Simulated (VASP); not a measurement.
Here is a VASP 6.6.1 calculation.

File POSCAR:

```
LiTa2O6
1.0
    2.6114391634      1.5077151040      4.6269049969
   -2.6114391634      1.5077151040      4.6269049969
    0.0000000000     -3.0154302079      4.6269049969
Li Ta O
1 2 6
Direct
    0.7821889102      0.7821889102      0.7821889102
   -0.0006136463     -0.0006136463     -0.0006136463
    0.4898167011      0.4898167011      0.4898167011
    0.1165120078      0.3631800064      0.7380414567
    0.7380414567      0.1165120078      0.3631800064
    0.3631800064      0.7380414567      0.1165120078
    0.2280362255      0.8114333529      0.6703691059
    0.8114333529      0.6703691059      0.2280362255
    0.6703691059      0.2280362255      0.8114333529
```

INCAR.step1

```
SYSTEM = LiTa2O6
PREC = Accurate
ENCUT = 830
ISMEAR = 0
SIGMA = 0.1
LREAL = .FALSE.
LASPH = .TRUE.
NELM = 120
NBANDS = 40
GGA = PE
ALGO = Normal
EDIFF = 1E-5
LWAVE = .TRUE.
LCHARG = .FALSE.
GGA_COMPAT = .FALSE.
```

File INCAR.step2:

```
SYSTEM = LiTa2O6
PREC = Accurate
ENCUT = 830
EDIFF = 1E-6
ISMEAR = 0
SIGMA = 0.1
LREAL = .FALSE.
LASPH = .TRUE.
NELM = 120
ALGO = Normal
ISIF = 2
LWAVE = .FALSE.
LCHARG = .FALSE.
METAGGA = R2SCAN
LMIXTAU = .TRUE.
NBANDS = 40
ISTART = 1
GGA_COMPAT = .FALSE.
```

The input KPOINTS:

```
Automatic mesh
0
G
  6 6 6
  0 0 0
```

Potentials or basis: VASP PAW PBE potentials, release 64 (Li_sv, Ta_pv, O).

The run is started by

```console
$ cat potpaw_PBE.64/Li_sv/POTCAR potpaw_PBE.64/Ta_pv/POTCAR potpaw_PBE.64/O/POTCAR > POTCAR
$ cp INCAR.step1 INCAR
$ mpirun -np 1 vasp_std > vasp.out
$ cp INCAR.step2 INCAR
$ mpirun -np 1 vasp_std > vasp.out
```

**Question.** Predict the band gap on the k mesh.

**Answer.** Zero (an odd number of electrons rules out a gap without spin polarisation).

**Question.** What does it give for the pressure?

**Answer.** 1.0 GPa.

**Question.** What does it give for the largest force?

**Answer.** 0.084 eV/Å.

Forces in eV/Å, atoms in the order of the input:
```
Li   0.000  0.000  0.015
Ta   0.000  0.000 -0.069
Ta   0.000  0.000 -0.036
O   -0.072  0.034  0.025
O    0.007 -0.079  0.025
O    0.065  0.046  0.025
O   -0.048  0.011  0.005
O    0.034  0.036  0.005
O    0.014 -0.047  0.005
```

Caveat: the cell differs from its parent crystal (atoms taken out, then relaxed in part); the PAW data sets were made with another functional, which shifts forces and pressure a little; spin-orbit coupling is left out, which moves the levels of the heavy elements; an odd number of electrons without spin polarisation forces a metal; a magnetic or distorted state may lie lower.
